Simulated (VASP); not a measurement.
Wanted: the native input for a VASP 6.6.1 run.

| Quantity | Value |
| --- | --- |
| Task | single point |
| Functional | r2SCAN |
| Potentials or basis | VASP PAW PBE potentials, release 64 (Sn_d, Se) |
| Cutoff | 550 eV |
| k mesh | 6 × 6 × 4 |
| Occupations | gaussian, width 0.01 eV |
| Spin | no spin polarisation |
| Dipole correction | no |
| Further INCAR settings | ALGO = Normal; EDIFF = 1e-06; NBANDS = 28 |

SnSe:

```
Sn Se
1.0
     5.11460    0.00000    0.00000
    -2.55730    4.42937    0.00000
     0.00000    0.00000    6.13352
Sn Se
2 2
Cartesian
  0.0000 2.9529 1.5334
  2.5573 1.4765 4.6001
  2.5573 1.4765 1.5334
  0.0000 2.9529 4.6001
```

This cell differs from its parent crystal: volume changed by +3%.

These files were run (other wordings do the same):

POSCAR

```
SnSe
1.0
    5.1146015367      0.0000000000      0.0000000000
   -2.5573007684      4.4293748610      0.0000000000
    0.0000000000      0.0000000000      6.1335237311
Sn Se
2 2
Direct
    0.3333333333      0.6666666667      0.2500000000
    0.6666666667      0.3333333333      0.7500000000
    0.6666666667      0.3333333333      0.2500000000
    0.3333333333      0.6666666667      0.7500000000
```

INCAR.step1

```
PREC     = Accurate       # precision mode
ENCUT    = 550            # plane-wave cutoff, eV
ISMEAR   = 0              # smearing method
SIGMA    = 0.01           # smearing width, eV
LREAL    = False          # projectors in reciprocal space
LASPH    = True           # aspherical terms in the spheres
NELM     = 120            # most SCF steps
NBANDS   = 28             # bands
GGA      = PE             # functional
ALGO     = Normal         # electronic algorithm
EDIFF    = 1E-5           # SCF threshold, eV
LWAVE    = True           # write WAVECAR
LCHARG   = False          # write CHGCAR
GGA_COMPAT= False
```

INCAR.step2

```
PREC     = Accurate       # precision mode
ENCUT    = 550            # plane-wave cutoff, eV
EDIFF    = 1E-6           # SCF threshold, eV
ISMEAR   = 0              # smearing method
SIGMA    = 0.01           # smearing width, eV
LREAL    = False          # projectors in reciprocal space
LASPH    = True           # aspherical terms in the spheres
NELM     = 120            # most SCF steps
ALGO     = Normal         # electronic algorithm
ISIF     = 2              # what is computed and relaxed
LWAVE    = False          # write WAVECAR
LCHARG   = False          # write CHGCAR
METAGGA  = R2SCAN         # meta-GGA
LMIXTAU  = True         
NBANDS   = 28             # bands
ISTART   = 1            
GGA_COMPAT= False
```

KPOINTS

```
regular mesh
0
Gamma
  6 6 4
```

Potentials or basis: VASP PAW PBE potentials, release 64 (Sn_d, Se).

Command:

```console
$ cat potpaw_PBE.64/Sn_d/POTCAR potpaw_PBE.64/Se/POTCAR > POTCAR
$ cp INCAR.step1 INCAR
$ mpirun -np 1 vasp_std > vasp.out
$ cp INCAR.step2 INCAR
$ mpirun -np 1 vasp_std > vasp.out
```

Results of the run:

```yaml
Pressure: -1.1 GPa
Band_gap_on_the_k_mesh: 0.65 eV, direct
```

Caveat: the PAW data sets were made with another functional, which shifts forces and pressure a little; spin-orbit coupling is left out, which moves the levels of the heavy elements.

Wall time 4.1 min on 1 thread of Intel(R) Xeon(R) Platinum 8259CL CPU @ 2.50GHz (Skylake/Cascade Lake) (shared host), peak memory 0.33 GiB.
